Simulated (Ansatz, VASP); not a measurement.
Ti in VASP and in Ansatz

Contents of INCAR:

```
SYSTEM = Ti
ALGO = Normal
EDIFF = 1E-7
ENCUT = 520
GGA = PE
ISIF = 2
ISMEAR = -1
LASPH = .True.
LCHARG = .True.
LELF = .True.
LREAL = .False.
LVHAR = .True.
LWAVE = .False.
NBANDS = 12
NELM = 80
PREC = Accurate
SIGMA = 0.05
```

KPOINTS

```
k-points
0
Gamma
  14 14 14
  0 0 0
```

File POSCAR:

```
Ti
1.0
   -1.6410000000      1.6410000000      1.6574100000
    1.6410000000     -1.6410000000      1.6574100000
    1.6410000000      1.6410000000     -1.6574100000
Ti
1
Direct
    0.0000000000      0.0000000000      0.0000000000
```

Input for Ansatz:

```yaml
crystal:
  lattice:
    - [-1.641, 1.641, 1.65741]
    - [1.641, -1.641, 1.65741]
    - [1.641, 1.641, -1.65741]
  atoms:
    - { symbol: Ti, position: [0.0, 0.0, 0.0] }
kpoints:
  mp_grid: { grid: [14, 14, 14] }
  band_path:
    path:
      - [0.0, 0.0, 0.0]
      - [0.0, 0.0, 0.5]
      - [0.25, 0.25, 0.25]
      - [0.0, 0.5, 0.0]
      - [0.0, 0.0, 0.0]
      - [0.5, 0.5, -0.5]
      - [0.4950740124, 0.5049259876, -0.4950740124]
      - [-0.4950740124, 0.4950740124, 0.4950740124]
      - [0.0, 0.0, 0.0]
    npoints: 5
scf:
  occupations: { method: fermi_dirac, width: 0.05 }
hamiltonian:
  xc: pbe
  pseudopotentials: { kind: all_electron, lapw: { basis_error: 0.00025 } }
output:
  forces: true
  stress: true
  eigenvalues: true
```

Change from the starting cell: zz strain of +1 %.

Alike in both runs: task single point; functional PBE; k mesh 14 × 14 × 14; occupations fermi-dirac, width 0.05 eV; no spin polarisation.

|  | VASP | Ansatz |
| --- | --- | --- |
| version | VASP 6.6.1 | Ansatz 0.2.0 |
| potentials or method | VASP PAW PBE potentials, release 64 (Ti_sv), cutoff 520 eV | all-electron LAPW, scalar-relativistic |

Ansatz gave:

* pressure (GPa): -3.4
* traceless stress, the component that is largest in VASP (GPa): 0.18

Q: Which values does VASP return?

A: Pressure (GPa): -3.6; traceless stress, the component that is largest in VASP (GPa): 0.18.

Ansatz ran all-electron here, and VASP with PAW potentials.
